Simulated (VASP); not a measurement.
# GaSb (F-43m) in VASP: elastic constants with LDA

Aim: the elastic constants of GaSb with LDA.

Everything below comes from runs of VASP 6.6.1. Logs are shortened: lines on timing, memory, paths and dates and some standing lists are left out, and cuts for length are marked.

## (1) The cell of the first run

It takes space group F-43m (No. 216, cubic). The conventional cell has a = 5.852 Å, b = 5.852 Å, c = 5.852 Å, α = 90.00°, β = 90.00°, γ = 90.00°. Within 3.3 Å of Ga (site symmetry -43m) lie 4 Sb at 2.53 Å. Within 3.3 Å of Sb (site symmetry -43m) lie 4 Ga at 2.53 Å.

## (2) Elastic constants, LDA

File INCAR:

```
SYSTEM = GaSb
ALGO = Normal ; EDIFF = 1E-8
ENCUT = 600 ; GGA = CA
IBRION = 6 ; ISIF = 3
ISMEAR = -1 ; LASPH = .TRUE.
LCHARG = .FALSE. ; LREAL = .FALSE.
LWAVE = .FALSE. ; NELM = 60
NFREE = 2 ; NSW = 1
POTIM = 0.015 ; PREC = Accurate
SIGMA = 0.1
```

File KPOINTS:

```
k-points
0
G
  14 14 14
  0 0 0
```

File POSCAR:

```
GaSb
1.0
    0.0000000000      2.9260357731      2.9260357731
    2.9260357731      0.0000000000      2.9260357731
    2.9260357731      2.9260357731      0.0000000000
Ga Sb
1 1
Direct
    0.0000000000      0.0000000000      0.0000000000
    0.7500000000      0.7500000000      0.7500000000
```

Potentials or basis: VASP PAW LDA potentials, release 64 (Ga_d, Sb).

Command:

```bash
$ cat potpaw_LDA.64/Ga_d/POTCAR potpaw_LDA.64/Sb/POTCAR > POTCAR
$ mpirun -np 1 vasp_std > vasp.out
```

OUTCAR:

```text
SYSTEM = GaSb
   EDIFF = 1E-8
   ENCUT = 600
   GGA = CA
   IBRION = 6
   ISIF = 3
   ISMEAR = -1
   LASPH = .TRUE.
   LREAL = .FALSE.
   NELM = 60
   NFREE = 2
   NSW = 1
   POTIM = 0.015
   PREC = Accurate

 ion  position               nearest neighbor table
   1  0.000  0.000  0.000-   2 2.53   2 2.53   2 2.53   2 2.53
   2  0.750  0.750  0.750-   1 2.53   1 2.53   1 2.53   1 2.53

  LATTYP: Found a face centered cubic cell.
 ALAT       =     5.8520715462

  Lattice vectors:

 A1 = (   0.0000000000,   2.9260357731,   2.9260357731)
 A2 = (   2.9260357731,   0.0000000000,   2.9260357731)
 A3 = (   2.9260357731,   2.9260357731,   0.0000000000)

Analysis of symmetry for initial positions (statically):
=====================================================================
 Subroutine PRICEL returns:
 Original cell was already a primitive cell.

 Routine SETGRP: Setting up the symmetry group for a
 face centered cubic supercell.

 Subroutine GETGRP returns: Found 24 space group operations
 (whereof 24 operations were pure point group operations)
 out of a pool of 48 trial point group operations.

The static configuration has the point symmetry T_d .

Analysis of symmetry for dynamics (positions and initial velocities):
=====================================================================
 Subroutine PRICEL returns:
 Original cell was already a primitive cell.

 Routine SETGRP: Setting up the symmetry group for a
 face centered cubic supercell.

 Subroutine GETGRP returns: Found 24 space group operations
 (whereof 24 operations were pure point group operations)
 out of a pool of 48 trial point group operations.

The dynamic configuration has the point symmetry T_d .

 Subroutine INISYM returns: Found 24 space group operations
 (whereof 24 operations are pure point group operations),
 and found     1 'primitive' translations

----------------------------------------------------------------------------------------

                                     Primitive cell

  volume of cell :      50.1036

  direct lattice vectors                    reciprocal lattice vectors
     0.000000000  2.926035773  2.926035773    -0.170879661  0.170879661  0.170879661
     2.926035773  0.000000000  2.926035773     0.170879661 -0.170879661  0.170879661
     2.926035773  2.926035773  0.000000000     0.170879661  0.170879661 -0.170879661

  length of vectors
     4.138039474  4.138039474  4.138039474     0.295972254  0.295972254  0.295972254

  position of ions in fractional coordinates (direct lattice)
     0.000000000  0.000000000  0.000000000
     0.750000000  0.750000000  0.750000000

  ion indices of the primitive-cell ions
   primitive index   ion index
                 1           1
                 2           2

----------------------------------------------------------------------------------------

 KPOINTS: k-points

Automatic generation of k-mesh.
 Grid dimensions read from file:
 generate k-points for:   14   14   14

 Generating k-lattice:

  Cartesian coordinates                     Fractional coordinates (reciprocal lattice)
    -0.012205690  0.012205690  0.012205690     0.071428571  0.000000000  0.000000000
     0.012205690 -0.012205690  0.012205690     0.000000000  0.071428571  0.000000000
     0.012205690  0.012205690 -0.012205690     0.000000000  0.000000000  0.071428571

  Length of vectors
     0.021140875  0.021140875  0.021140875

  Shift w.r.t. Gamma in fractional coordinates (k-lattice)
     0.000000000  0.000000000  0.000000000

 Subroutine IBZKPT returns following result:
 ===========================================
[... 104 lines left out ...]
  -------------------------------------------------------------------------------------
  Total        2.2887440      2.2887440      2.2887440     -0.0000000      0.0000000     -0.0000000
  in kB       73.1878374     73.1878374     73.1878374     -0.0000000      0.0000000     -0.0000000
  external PRESSURE =      73.1878374 kB  Pullay stress =       0.0000000 kB
[... 89 lines left out ...]
  FREE ENERGIE OF THE ION-ELECTRON SYSTEM (eV)
  ---------------------------------------------------
  free  energy   TOTEN  =        -8.5230948824 eV

  energy  without entropy=       -8.5221892525  energy(sigma->0) =       -8.52264207

 E-fermi :   6.5839     XC(G=0): -10.0490

 val. band max:        6.4090160299   @ k =   0.0000   0.0000   0.0000
 cond. band min:       6.8131961184   @ k =   0.4286   0.4286   0.0000
 fundamental gap:      0.4041800885
 Fermi energy:         6.5838646752

 k-point     1 :       0.0000    0.0000    0.0000
  band No.  band energies     occupation
      1      -9.1707      2.00000
      2      -9.1707      2.00000
      3      -9.1693      2.00000
      4      -9.0937      2.00000
      5      -9.0936      2.00000
      6      -6.3063      2.00000
      7       6.3119      1.87638
      8       6.3119      1.87638
      9       6.4090      1.70352
     10       7.3330      0.00111
     11       9.0031      0.00000
     12       9.0483      0.00000
     13       9.0483      0.00000
[... 356 lines left out ...]
      2      -9.1561      2.00000
      3      -9.1550      2.00000
      4      -9.1004      2.00000
      5      -9.0918      2.00000
      6      -5.4043      2.00000
      7       2.0436      2.00000
      8       4.5699      2.00000
      9       4.6229      2.00000
     10       8.1603      0.00000
     11       9.4853      0.00000
     12      11.1060      0.00000
     13      11.2656      0.00000

 [... further k-points ...]

[... ionic steps 4 to 14 ...]

--------------------------------------- Ionic step       15  -------------------------------------------

 number of electron      18.0000001 magnetization

------------------------ aborting loop because EDIFF is reached ----------------------------------------
[... 67 lines left out ...]
--------------------------------------- Ionic step       17  -------------------------------------------

 number of electron      18.0000001 magnetization

 Free energy of the ion-electron system (eV)
  ---------------------------------------------------
  ext. energy  EPLUGINS =         0.00000000
  ---------------------------------------------------
  free energy    TOTEN  =        -8.56045545 eV

  energy without entropy =       -8.55961057  energy(sigma->0) =       -8.56003301

 E-fermi :   6.4152     XC(G=0):  -9.9810

 val. band max:        6.2116019855   @ k =   0.0000   0.0000   0.0000
 cond. band min:       6.7457550141   @ k =   0.5000   0.0000   0.0000
 fundamental gap:      0.5341530286
 Fermi energy:         6.4152293428

 k-point     1 :       0.0000    0.0000    0.0000
  band No.  band energies     occupation
      1      -9.3103      2.00000
      2      -9.3080      2.00000
      3      -9.3053      2.00000
      4      -9.2343      2.00000
      5      -9.2343      2.00000
      6      -6.3640      2.00000
      7       6.1108      1.90907
      8       6.1620      1.85272
      9       6.2116      1.76911
     10       7.0331      0.00414
     11       8.8200      0.00000
     12       8.8574      0.00000
     13       8.8964      0.00000
[... 397 lines left out ...]
  FREE ENERGIE OF THE ION-ELECTRON SYSTEM (eV)
  ---------------------------------------------------
  free  energy   TOTEN  =        -8.5604554535 eV

  energy  without entropy=       -8.5596105694  energy(sigma->0) =       -8.56003301

 INTERNAL STRAIN TENSORS FROM STRAINED CELLS
 ============================================

 INTERNAL STRAIN TENSOR FOR ION    1 for displacements in x,y,z  (eV/Angst):
          X           Y           Z          XY          YZ          ZX
  --------------------------------------------------------------------------------
  x    -0.00000     0.00000    -0.00000     0.00000   -11.72892     0.00000
  y     0.00000     0.00000    -0.00000     0.00000     0.00000   -11.72866
  z     0.00000     0.00000     0.00000   -11.72841     0.00000     0.00000

 INTERNAL STRAIN TENSORS FROM DISPLACED ATOMS
 ============================================

 INTERNAL STRAIN TENSOR FOR ION    1 for displacements in x,y,z  (eV/Angst):
          X           Y           Z          XY          YZ          ZX
  --------------------------------------------------------------------------------
  x     0.00000     0.00000     0.00000     0.00000   -11.75248     0.00000
  y     0.00000     0.00000     0.00000     0.00000     0.00000   -11.75248
  z     0.00000     0.00000     0.00000   -11.75248     0.00000     0.00000

 INTERNAL STRAIN TENSOR FOR ION    2 for displacements in x,y,z  (eV/Angst):
          X           Y           Z          XY          YZ          ZX
  --------------------------------------------------------------------------------
  x    -0.00000    -0.00000    -0.00000     0.00000    11.75336     0.00000
  y     0.00000     0.00000     0.00000     0.00000     0.00000    11.75336
  z    -0.00000    -0.00000    -0.00000    11.75336     0.00000     0.00000

 Eigenvectors and eigenvalues of the dynamical matrix
 ----------------------------------------------------

   1 f  =    7.686730 THz    48.297150 2PiTHz  256.401717 cm-1    31.789747 meV
             X         Y         Z           dx          dy          dz
      0.000000  0.000000  0.000000     0.000000    0.797374    0.000000
      4.389054  4.389054  4.389054     0.000000   -0.603485    0.000000
[... 21 lines left out ...]
   6 f/i=    0.000435 THz     0.002732 2PiTHz    0.014501 cm-1     0.001798 meV
             X         Y         Z           dx          dy          dz
      0.000000  0.000000  0.000000     0.000000    0.000000   -0.603485
      4.389054  4.389054  4.389054     0.000000    0.000000   -0.797374

--------------------------------------------------------------------------------------------------------

 ELASTIC MODULI CONTR FROM IONIC RELAXATION (kBar)
 Direction    XX          YY          ZZ          XY          YZ          ZX
 --------------------------------------------------------------------------------
 XX          -0.0000     -0.0000     -0.0000      0.0000      0.0000     -0.0000
 YY          -0.0000     -0.0000     -0.0000      0.0000      0.0000     -0.0000
 ZZ          -0.0000     -0.0000     -0.0000      0.0000      0.0000     -0.0000
 XY           0.0000      0.0000      0.0000   -412.0977      0.0000     -0.0000
 YZ           0.0000      0.0000      0.0000      0.0000   -412.0977      0.0000
 ZX          -0.0000     -0.0000     -0.0000     -0.0000      0.0000   -412.0977
 --------------------------------------------------------------------------------

 TOTAL ELASTIC MODULI (kBar)
 Direction    XX          YY          ZZ          XY          YZ          ZX
 --------------------------------------------------------------------------------
 XX        1115.0334    654.7598    654.7598      0.0000     -0.0000      0.0000
 YY         654.7598   1115.0334    654.7598      0.0000     -0.0000     -0.0000
 ZZ         654.7598    654.7598   1115.0334     -0.0000      0.0000     -0.0000
 XY           0.0000      0.0000     -0.0000    457.5283      0.0000     -0.0000
 YZ          -0.0000     -0.0000      0.0000      0.0000    457.5283      0.0000
 ZX           0.0000     -0.0000     -0.0000     -0.0000      0.0000    457.5283
 --------------------------------------------------------------------------------
```

Wall time 27 min (1 thread of Intel Xeon 6975P-C (Granite Rapids), shared host); peak memory 1 GiB.

Results:

| Item | Value |
| --- | --- |
| Elastic constants C11, C12, C44 | 112, 65, 46 GPa |
| Voigt bulk modulus | 81 GPa |
| Highest phonon frequency at Γ, LO-TO splitting left out | 256 cm⁻¹ |

Phonon frequencies in cm⁻¹ (negative: imaginary):
| q point | frequencies |
| --- | --- |
| (0.000, 0.000, 0.000) | 0 0 0 256 256 256 |

Elastic tensor in Voigt notation (GPa, in the Cartesian axes of the cell as first typed):
```
112  65  65   0   0   0
 65 112  65   0   0   0
 65  65 112   0   0   0
  0   0   0  46   0   0
  0   0   0   0  46   0
  0   0   0   0   0  46
```

Clamped-ion elastic tensor (GPa):
```
112  65  65   0   0   0
 65 112  65   0   0   0
 65  65 112   0   0   0
  0   0   0  87   0   0
  0   0   0   0  87   0
  0   0   0   0   0  87
```

Caveat: the cell is under stress, which shifts elastic constants; spin-orbit coupling is left out, which moves the levels of the heavy elements.
